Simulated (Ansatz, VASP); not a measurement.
## Pd in VASP and in Ansatz

```
Pd
1.0
     0.00000    1.92245    1.92245
     1.92245    0.00000    1.92245
     1.92245    1.92245    0.00000
Pd
1
Cartesian
  0.0000 0.0000 0.0000
```

Alike in both runs: task relaxation of cell and atoms; functional LDA; k mesh 19 × 19 × 19; occupations fermi-dirac, width 0.05 eV; no spin polarisation.

|  | VASP | Ansatz |
| --- | --- | --- |
| version | VASP 6.6.1 | Ansatz 0.2.0 |
| potentials or method | VASP PAW LDA potentials, release 64 (Pd) | PAW with Ansatz's default frozen-core files, scalar-relativistic |
| plane-wave cutoff (eV) | 500 | 420 |
| valence electrons in the cell | 10 | 18 |

Ansatz gave:

| Quantity | Value |
| --- | --- |
| relaxed volume (Å³/atom) | 14.16 |
| relaxed cell length with the largest relative difference (Å) | 2.715 |

Problem. Which values does VASP return?

Solution. Relaxed volume (Å³/atom): 14.18; relaxed cell length with the largest relative difference (Å): 2.717.

LDA's correlation is that of Perdew and Zunger in VASP and of Perdew and Wang (1992) in Ansatz. VASP's potentials hold 10 valence electrons a cell and Ansatz's 18, so a difference there can come from the potentials and not from the codes.
